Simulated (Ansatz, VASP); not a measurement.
FeSi in VASP and in Ansatz

File INCAR:

```
ALGO = Normal
EDIFF = 1E-6
ENCUT = 600
GGA = PE
GGA_COMPAT = F
ISIF = 2
ISMEAR = 0
LASPH = T
LCHARG = F
LREAL = F
LWAVE = F
NBANDS = 34
NELM = 120
PREC = Accurate
SIGMA = 0.01
```

The input KPOINTS:

```
k-points
0
Gamma
  6 6 6
```

POSCAR

```
FeSi
1.0
    4.5348936549      0.0000000000      0.0000000000
    0.0000000000      4.5348936549      0.0000000000
    0.0000000000      0.0000000000      4.5348936549
Fe Si
4 4
Direct
    0.8639842230      0.6360157770      0.3639842230
    0.6360157770      0.3639842230      0.8639842230
    0.3639842230      0.8639842230      0.6360157770
    0.1360157770      0.1360157770      0.1360157770
    0.1592730393      0.3407269607      0.6592730393
    0.3407269607      0.6592730393      0.1592730393
    0.6592730393      0.1592730393      0.3407269607
    0.8407269607      0.8407269607      0.8407269607
```

Input for Ansatz:

```yaml
crystal:
  lattice:
    - [4.5348936549, 0.0, 0.0]
    - [0.0, 4.5348936549, 0.0]
    - [0.0, 0.0, 4.5348936549]
  atoms:
    - { symbol: Fe, position: [0.863984223, 0.636015777, 0.363984223] }
    - { symbol: Fe, position: [0.636015777, 0.363984223, 0.863984223] }
    - { symbol: Fe, position: [0.363984223, 0.863984223, 0.636015777] }
    - { symbol: Fe, position: [0.136015777, 0.136015777, 0.136015777] }
    - { symbol: Si, position: [0.1592730393, 0.3407269607, 0.6592730393] }
    - { symbol: Si, position: [0.3407269607, 0.6592730393, 0.1592730393] }
    - { symbol: Si, position: [0.6592730393, 0.1592730393, 0.3407269607] }
    - { symbol: Si, position: [0.8407269607, 0.8407269607, 0.8407269607] }
kpoints:
  mp_grid: { grid: [6, 6, 6] }
hamiltonian:
  xc: pbe
scf:
  occupations: { method: fixed }
  n_extra_bands: 6
output:
  forces: true
  stress: true
  eigenvalues: true
```

Alike in both runs: task single point; functional PBE; k mesh 6 × 6 × 6; no spin polarisation.

```csv
,VASP,Ansatz
version,VASP 6.6.1,Ansatz 0.2.0
potentials or method,"VASP PAW PBE potentials, release 64 (Fe, Si)","plane waves, PAW"
plane-wave cutoff (eV),600,420
occupations,"gaussian, width 0.01 eV",fixed
valence electrons in the cell,48,80
```

|  | VASP | Ansatz | Ansatz less VASP |
| --- | --- | --- | --- |
| gap on the k mesh at the Fermi level (eV) | 0.16 | 0.17 | +0.009 |
| pressure (GPa) | -11.7 | -11.8 | -0.10 |
| rms of the force components (eV/Å) | 0.088 | 0.099 | +0.0112 |

Atom by atom the forces differ by 0.012 eV/Å (rms over components). VASP's potentials hold 48 valence electrons a cell and Ansatz's 80, so a difference there can come from the potentials and not from the codes.
